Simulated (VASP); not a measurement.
# In3As (Pm-3m) in VASP: notebook, part 2 of 2

VASP 6.6.1. The steps go on from the part before.

## (4) Single point, PBE

This run uses another cell than the first one, of 26.00 Å³/atom.

INCAR reads:

```
SYSTEM = In3As
PREC = Accurate ; ENCUT = 520
EDIFF = 1E-6 ; ISMEAR = -1
SIGMA = 0.05 ; LREAL = .FALSE.
LASPH = .TRUE. ; NELM = 100
ALGO = Normal ; ISIF = 2
LWAVE = .FALSE. ; LCHARG = .FALSE.
GGA = PE ; NBANDS = 30
```

KPOINTS reads:

```
Automatic mesh
0
G
  6 6 6
  0 0 0
```

POSCAR reads:

```
In3As
1.0
    4.7026201864      0.0000000000      0.0000000000
    0.0000000000      4.7026201864      0.0000000000
    0.0000000000      0.0000000000      4.7026201864
In As
3 1
Direct
    0.5000000000      0.5000000000      0.0000000000
    0.5000000000      0.0000000000      0.5000000000
    0.0000000000      0.5000000000      0.5000000000
    0.0000000000      0.0000000000      0.0000000000
```

Potentials or basis: VASP PAW PBE potentials, release 64 (In_d, As).

Command:

```console
cat potpaw_PBE.64/In_d/POTCAR potpaw_PBE.64/As/POTCAR > POTCAR
mpirun -np 1 vasp_std > vasp.out
```

OUTCAR:

```text
SYSTEM = In3As
   PREC = Accurate
   ENCUT = 520
   EDIFF = 1E-6
   ISMEAR = -1
   LREAL = .FALSE.
   LASPH = .TRUE.
   NELM = 100
   ISIF = 2
   GGA = PE

 ion  position               nearest neighbor table
   1  0.500  0.500  0.000-   2 3.33   3 3.33   4 3.33   2 3.33   3 3.33   2 3.33   4 3.33   2 3.33
                             3 3.33   4 3.33   3 3.33   4 3.33
   2  0.500  0.000  0.500-   1 3.33   3 3.33   4 3.33   1 3.33   4 3.33   1 3.33   3 3.33   1 3.33
                             3 3.33   4 3.33   4 3.33   3 3.33
   3  0.000  0.500  0.500-   1 3.33   2 3.33   4 3.33   1 3.33   4 3.33   2 3.33   4 3.33   4 3.33
                             1 3.33   2 3.33   1 3.33   2 3.33
   4  0.000  0.000  0.000-   1 3.33   2 3.33   3 3.33   2 3.33   3 3.33   1 3.33   3 3.33   3 3.33
                             1 3.33   2 3.33   2 3.33   1 3.33

  LATTYP: Found a simple cubic cell.
 ALAT       =     4.7026201864

  Lattice vectors:

 A1 = (   4.7026201864,   0.0000000000,   0.0000000000)
 A2 = (   0.0000000000,   4.7026201864,   0.0000000000)
 A3 = (   0.0000000000,   0.0000000000,   4.7026201864)

Analysis of symmetry for initial positions (statically):
[... 172 lines left out ...]
 E-fermi :   6.3891     XC(G=0): -10.0492

 val. band max:        6.3889456281   @ k =   0.1667   0.1667   0.1667
 cond. band min:       6.4056342554   @ k =   0.3333   0.3333   0.3333
 fundamental gap:      0.0166886273
 Fermi energy:         6.3891114178

 k-point     1 :       0.0000    0.0000    0.0000
  band No.  band energies     occupation
      1      -8.2432      2.00000
      2      -8.2321      2.00000
      3      -8.2321      2.00000
      4      -8.2321      2.00000
      5      -8.0647      2.00000
      6      -8.0647      2.00000
[... 649 lines left out ...]
     29      15.3878      0.00000
     30      15.3883      0.00000

------------------------ aborting loop because EDIFF is reached ----------------------------------------

  FORCE on cell =-STRESS in cart. coord.  units (eV):
  Direction    XX          YY          ZZ          XY          YZ          ZX
  --------------------------------------------------------------------------------------
  -------------------------------------------------------------------------------------
  Total       -0.1560337     -0.1560337     -0.1560337      0.0000000     -0.0000000      0.0000000
  in kB       -2.4038599     -2.4038599     -2.4038599      0.0000000     -0.0000000      0.0000000
  external PRESSURE =      -2.4038599 kB  Pullay stress =       0.0000000 kB

 VOLUME and BASIS-vectors are now :
 -----------------------------------------------------------------------------
  energy-cutoff  :      520.00
  volume of cell :      104.00
      direct lattice vectors                 reciprocal lattice vectors
     4.702620186  0.000000000  0.000000000     0.212647409  0.000000000  0.000000000
     0.000000000  4.702620186  0.000000000     0.000000000  0.212647409  0.000000000
     0.000000000  0.000000000  4.702620186     0.000000000  0.000000000  0.212647409

 POSITION                                       TOTAL-FORCE (eV/Angst)
 -----------------------------------------------------------------------------------
      2.35131      2.35131      0.00000         0.000000      0.000000      0.000000
      2.35131      0.00000      2.35131         0.000000      0.000000      0.000000
      0.00000      2.35131      2.35131         0.000000      0.000000      0.000000
      0.00000      0.00000      0.00000         0.000000      0.000000      0.000000
 -----------------------------------------------------------------------------------
    total drift:                                0.000000      0.000000      0.000000

  FREE ENERGIE OF THE ION-ELECTRON SYSTEM (eV)
  ---------------------------------------------------
  free  energy   TOTEN  =       -12.0564696017 eV

  energy  without entropy=      -12.0415719343  energy(sigma->0) =      -12.04902077
```

It took 52 s on 1 thread of Intel Xeon Platinum 8259CL at 2.50GHz (Skylake/Cascade Lake), shared host; peak memory 0.22 GiB.

What came out:

| Property | Result |
| --- | --- |
| Free energy | -12.0565 eV |
| Pressure | -0.2 GPa |
| Band gap on the k mesh | zero (bands 22 and 23 overlap by 3.72 eV) |

Levels at points of the mesh, in eV from the Fermi level:
```
           k point  band 19  band 20  band 21  band 22  band 23  band 24  band 25  band 26
(0.00, 0.00, 0.00)    -2.75    -2.75    -1.89    -1.89     2.09     2.09     2.09     4.55
(0.50, 0.00, 0.00)    -1.50    -1.50    -1.24     0.02     0.02     0.05     1.54     4.61
(0.50, 0.50, 0.00)    -5.71    -0.70    -0.33     0.44     0.44     1.74     1.99     1.99
(0.50, 0.50, 0.50)    -4.16    -3.81    -3.81    -3.81    -3.25     4.65     4.65     4.65
```

Caveat: spin-orbit coupling is left out, which moves the levels of the heavy elements.

## (5) Single point, LDA

This run uses another cell than the first one, of 26.51 Å³/atom.

INCAR reads:

```
SYSTEM = In3As
  PREC = Accurate
  ENCUT = 520
  EDIFF = 1E-6
  ISMEAR = -1
  SIGMA = 0.05
  LREAL = .False.
  LASPH = .True.
  NELM = 60
  ALGO = Normal
  ISIF = 2
  LWAVE = .False.
  LCHARG = .False.
  NBANDS = 30
```

KPOINTS reads:

```
regular mesh
0
Gamma
  6 6 6
  0 0 0
```

POSCAR reads:

```
In3As
1.0
    4.7331575368      0.0000000000      0.0000000000
    0.0000000000      4.7331575368      0.0000000000
    0.0000000000      0.0000000000      4.7331575368
In As
3 1
Direct
    0.5000000000      0.5000000000      0.0000000000
    0.5000000000      0.0000000000      0.5000000000
    0.0000000000      0.5000000000      0.5000000000
    0.0000000000      0.0000000000      0.0000000000
```

Potentials or basis: VASP PAW LDA potentials, release 64 (In_d, As).

Command:

```console
cat potpaw_LDA.64/In_d/POTCAR potpaw_LDA.64/As/POTCAR > POTCAR
mpirun -np 1 vasp_std > vasp.out
```

OUTCAR:

```text
SYSTEM = In3As
   PREC = Accurate
   ENCUT = 520
   EDIFF = 1E-6
   ISMEAR = -1
   LREAL = .False.
   LASPH = .True.
   NELM = 60
   ISIF = 2

 ion  position               nearest neighbor table
   1  0.500  0.500  0.000-   2 3.35   3 3.35   4 3.35   2 3.35   3 3.35   2 3.35   4 3.35   2 3.35
                             3 3.35   4 3.35   3 3.35   4 3.35
   2  0.500  0.000  0.500-   1 3.35   3 3.35   4 3.35   1 3.35   4 3.35   1 3.35   3 3.35   1 3.35
                             3 3.35   4 3.35   4 3.35   3 3.35
[... 858 lines left out ...]
  --------------------------------------------------------------------------------------
  -------------------------------------------------------------------------------------
  Total       -3.3675027     -3.3675027     -3.3675027     -0.0000000      0.0000000      0.0000000
  in kB      -50.8821733    -50.8821733    -50.8821733     -0.0000000      0.0000000      0.0000000
  external PRESSURE =     -50.8821733 kB  Pullay stress =       0.0000000 kB

 VOLUME and BASIS-vectors are now :
 -----------------------------------------------------------------------------
  energy-cutoff  :      520.00
  volume of cell :      106.04
      direct lattice vectors                 reciprocal lattice vectors
     4.733157537  0.000000000  0.000000000     0.211275452  0.000000000  0.000000000
     0.000000000  4.733157537  0.000000000     0.000000000  0.211275452  0.000000000
     0.000000000  0.000000000  4.733157537     0.000000000  0.000000000  0.211275452

 POSITION                                       TOTAL-FORCE (eV/Angst)
 -----------------------------------------------------------------------------------
      2.36658      2.36658      0.00000         0.000000      0.000000      0.000000
      2.36658      0.00000      2.36658         0.000000      0.000000      0.000000
      0.00000      2.36658      2.36658         0.000000      0.000000      0.000000
      0.00000      0.00000      0.00000         0.000000      0.000000      0.000000
 -----------------------------------------------------------------------------------
    total drift:                                0.000000      0.000000      0.000000

  FREE ENERGIE OF THE ION-ELECTRON SYSTEM (eV)
  ---------------------------------------------------
  free  energy   TOTEN  =       -14.4941871660 eV

  energy  without entropy=      -14.4804475111  energy(sigma->0) =      -14.48731734
```

stdout:

```text
POSCAR found type information on POSCAR InAs
 POSCAR found :  2 types and       4 ions
 scaLAPACK will be used
 LDA part: xc-table for (Slater(with rela. corr.)+CA(PZ))
 , standard interpolation
 POSCAR, INCAR and KPOINTS ok, starting setup
 FFT: planning ... GRIDC
 FFT: planning ... GRID_SOFT
 FFT: planning ... GRID
 WAVECAR not read
 entering main loop
```

Run time: 44 s. Hardware: 1 thread of Intel Xeon Platinum 8259CL at 2.50GHz (Skylake/Cascade Lake), shared host; peak memory 0.2 GiB.

What came out:

```
Free energy            : -14.4942 eV
Pressure               : -5.1 GPa
Band gap on the k mesh : zero (bands 22 and 23 overlap by 3.55 eV)
```

Caveat: the cell stands under tension; spin-orbit coupling is left out, which moves the levels of the heavy elements.

## (6) Single point, PBE

This run uses another cell than the first one, of 26.51 Å³/atom.

INCAR reads:

```
PREC     = Accurate       # precision mode
ENCUT    = 520            # plane-wave cutoff, eV
EDIFF    = 1E-6           # SCF threshold, eV
ISMEAR   = -1             # smearing method
SIGMA    = 0.05           # smearing width, eV
LREAL    = F              # projectors in reciprocal space
LASPH    = T              # aspherical terms in the spheres
NELM     = 100            # most SCF steps
ALGO     = Fast           # electronic algorithm
ISIF     = 2              # what is computed and relaxed
LWAVE    = F              # write WAVECAR
LCHARG   = F              # write CHGCAR
GGA      = PE             # functional
NBANDS   = 30             # bands
```

KPOINTS reads:

```
regular mesh
0
Gamma
  6 6 6
```

POSCAR is that of step 5.

Potentials or basis: VASP PAW PBE potentials, release 64 (In_d, As).

Command:

```console
cat potpaw_PBE.64/In_d/POTCAR potpaw_PBE.64/As/POTCAR > POTCAR
mpirun -np 1 vasp_std > vasp.out
```

OUTCAR:

```text
PREC = Accurate
   ENCUT = 520
   EDIFF = 1E-6
   ISMEAR = -1
   LREAL = F
   LASPH = T
   NELM = 100
   ISIF = 2
   GGA = PE

 ion  position               nearest neighbor table
   1  0.500  0.500  0.000-   2 3.35   3 3.35   4 3.35   2 3.35   3 3.35   2 3.35   4 3.35   2 3.35
                             3 3.35   4 3.35   3 3.35   4 3.35
   2  0.500  0.000  0.500-   1 3.35   3 3.35   4 3.35   1 3.35   4 3.35   1 3.35   3 3.35   1 3.35
                             3 3.35   4 3.35   4 3.35   3 3.35
   3  0.000  0.500  0.500-   1 3.35   2 3.35   4 3.35   1 3.35   4 3.35   2 3.35   4 3.35   4 3.35
                             1 3.35   2 3.35   1 3.35   2 3.35
   4  0.000  0.000  0.000-   1 3.35   2 3.35   3 3.35   2 3.35   3 3.35   1 3.35   3 3.35   3 3.35
                             1 3.35   2 3.35   2 3.35   1 3.35

  LATTYP: Found a simple cubic cell.
 ALAT       =     4.7331575368

  Lattice vectors:

 A1 = (   4.7331575368,   0.0000000000,   0.0000000000)
 A2 = (   0.0000000000,   4.7331575368,   0.0000000000)
 A3 = (   0.0000000000,   0.0000000000,   4.7331575368)

Analysis of symmetry for initial positions (statically):
=====================================================================
[... 174 lines left out ...]
 val. band max:        6.0142373251   @ k =   0.3333   0.1667   0.0000
 cond. band min:       6.1918072280   @ k =   0.3333   0.3333   0.3333
 fundamental gap:      0.1775699029
 Fermi energy:         6.1805272251

 k-point     1 :       0.0000    0.0000    0.0000
  band No.  band energies     occupation
      1      -8.4241      2.00000
      2      -8.4157      2.00000
      3      -8.4157      2.00000
      4      -8.4157      2.00000
      5      -8.2546      2.00000
      6      -8.2546      2.00000
[... 649 lines left out ...]
     29      15.0353      0.00000
     30      15.4609      0.00000

------------------------ aborting loop because EDIFF is reached ----------------------------------------

  FORCE on cell =-STRESS in cart. coord.  units (eV):
  Direction    XX          YY          ZZ          XY          YZ          ZX
  --------------------------------------------------------------------------------------
  -------------------------------------------------------------------------------------
  Total       -0.6060860     -0.6060860     -0.6060860      0.0000000     -0.0000000     -0.0000000
  in kB       -9.1578166     -9.1578166     -9.1578166      0.0000000     -0.0000000     -0.0000000
  external PRESSURE =      -9.1578166 kB  Pullay stress =       0.0000000 kB

 VOLUME and BASIS-vectors are now :
 -----------------------------------------------------------------------------
  energy-cutoff  :      520.00
  volume of cell :      106.04
      direct lattice vectors                 reciprocal lattice vectors
     4.733157537  0.000000000  0.000000000     0.211275452  0.000000000  0.000000000
     0.000000000  4.733157537  0.000000000     0.000000000  0.211275452  0.000000000
     0.000000000  0.000000000  4.733157537     0.000000000  0.000000000  0.211275452

 POSITION                                       TOTAL-FORCE (eV/Angst)
 -----------------------------------------------------------------------------------
      2.36658      2.36658      0.00000         0.000000      0.000000      0.000000
      2.36658      0.00000      2.36658         0.000000      0.000000      0.000000
      0.00000      2.36658      2.36658         0.000000      0.000000      0.000000
      0.00000      0.00000      0.00000         0.000000      0.000000      0.000000
 -----------------------------------------------------------------------------------
    total drift:                                0.000000      0.000000      0.000000

  FREE ENERGIE OF THE ION-ELECTRON SYSTEM (eV)
  ---------------------------------------------------
  free  energy   TOTEN  =       -12.0494195211 eV

  energy  without entropy=      -12.0350201295  energy(sigma->0) =      -12.04221983
```

OSZICAR:

```text
N       E                     dE             d eps       ncg     rms          rms(c)
DAV:   1     0.387990868235E+03    0.38799E+03   -0.21119E+04  1200   0.188E+03
DAV:   2     0.252473521936E+02   -0.36274E+03   -0.35574E+03  1200   0.440E+02
DAV:   3    -0.106701119264E+02   -0.35917E+02   -0.35029E+02  1484   0.155E+02
DAV:   4    -0.121984389633E+02   -0.15283E+01   -0.15215E+01  1386   0.333E+01
DAV:   5    -0.122700585244E+02   -0.71620E-01   -0.71606E-01  1728   0.619E+00    0.393E+00
RMM:   6    -0.120610278452E+02    0.20903E+00   -0.34207E-01  1317   0.444E+00    0.209E+00
RMM:   7    -0.120517380349E+02    0.92898E-02   -0.42791E-02  1541   0.159E+00    0.104E+00
RMM:   8    -0.120489008014E+02    0.28372E-02   -0.19830E-02  1434   0.894E-01    0.132E-01
RMM:   9    -0.120492488324E+02   -0.34803E-03   -0.46925E-03  1754   0.637E-01    0.116E-01
RMM:  10    -0.120493787155E+02   -0.12988E-03   -0.12316E-03  1775   0.221E-01    0.110E-01
RMM:  11    -0.120494134004E+02   -0.34685E-04   -0.25062E-04  1492   0.161E-01    0.130E-01
RMM:  12    -0.120494108345E+02    0.25659E-05   -0.13515E-04  1541   0.112E-01    0.294E-02
RMM:  13    -0.120494189399E+02   -0.81054E-05   -0.92823E-05  1930   0.507E-02    0.387E-02
RMM:  14    -0.120494197092E+02   -0.76932E-06   -0.10417E-05  1291   0.200E-02    0.365E-02
RMM:  15    -0.120494195211E+02    0.18817E-06   -0.24485E-06   776   0.127E-02
   1 F= -.12049420E+02 E0= -.12042220E+02  d E =-.143994E-01
```

It took 75 s on 1 thread of Intel Xeon Platinum 8259CL at 2.50GHz (Skylake/Cascade Lake), shared host; peak memory 0.23 GiB.

Results:

```
Free energy            : -12.0494 eV
Pressure               : -0.9 GPa
Band gap on the k mesh : zero (bands 22 and 23 overlap by 3.61 eV)
```

Levels at points of the mesh, in eV from the Fermi level:
| k point | band 18 | band 19 | band 20 | band 21 | band 22 | band 23 | band 24 | band 25 | band 26 | band 27 |
| --- | --- | --- | --- | --- | --- | --- | --- | --- | --- | --- |
| (0.00, 0.00, 0.00) | -2.67 | -2.67 | -2.67 | -1.92 | -1.92 | 2.07 | 2.07 | 2.07 | 4.51 | 4.51 |
| (0.50, 0.00, 0.00) | -4.31 | -1.46 | -1.46 | -1.30 | 0.05 | 0.05 | 0.07 | 1.56 | 4.50 | 4.59 |
| (0.50, 0.50, 0.00) | -5.70 | -5.63 | -0.68 | -0.31 | 0.40 | 0.40 | 1.69 | 1.99 | 1.99 | 2.11 |
| (0.50, 0.50, 0.50) | -4.15 | -4.15 | -3.71 | -3.71 | -3.71 | -3.17 | 4.56 | 4.56 | 4.56 | 8.50 |

Caveat: spin-orbit coupling is left out, which moves the levels of the heavy elements.

## (7) Summary

```csv
level,potentials or basis,cell,gap on the mesh (eV),pressure (GPa)
PBE,"VASP PAW PBE potentials, release 64 (In_d, As)","a = 4.672 Å, 4 atoms",none,0.6
LDA,"VASP PAW LDA potentials, release 64 (In_d, As)","a = 4.703 Å, 4 atoms",none,-4.5
PBE,"VASP PAW PBE potentials, release 64 (In_d, As)","a = 4.703 Å, 4 atoms",none,-0.2
LDA,"VASP PAW LDA potentials, release 64 (In_d, As)","a = 4.733 Å, 4 atoms",none,-5.1
PBE,"VASP PAW PBE potentials, release 64 (In_d, As)","a = 4.733 Å, 4 atoms",none,-0.9
```

Alike in all rows: task single point; no spin polarisation; k mesh 6 × 6 × 6; cutoff (eV) 520; smearing fermi-dirac 0.05 eV.

Caveats: spin-orbit coupling is left out, which moves the levels of the heavy elements; the cell stands under tension (at least some runs).

Absolute energies hang on the potentials; compare differences alone.
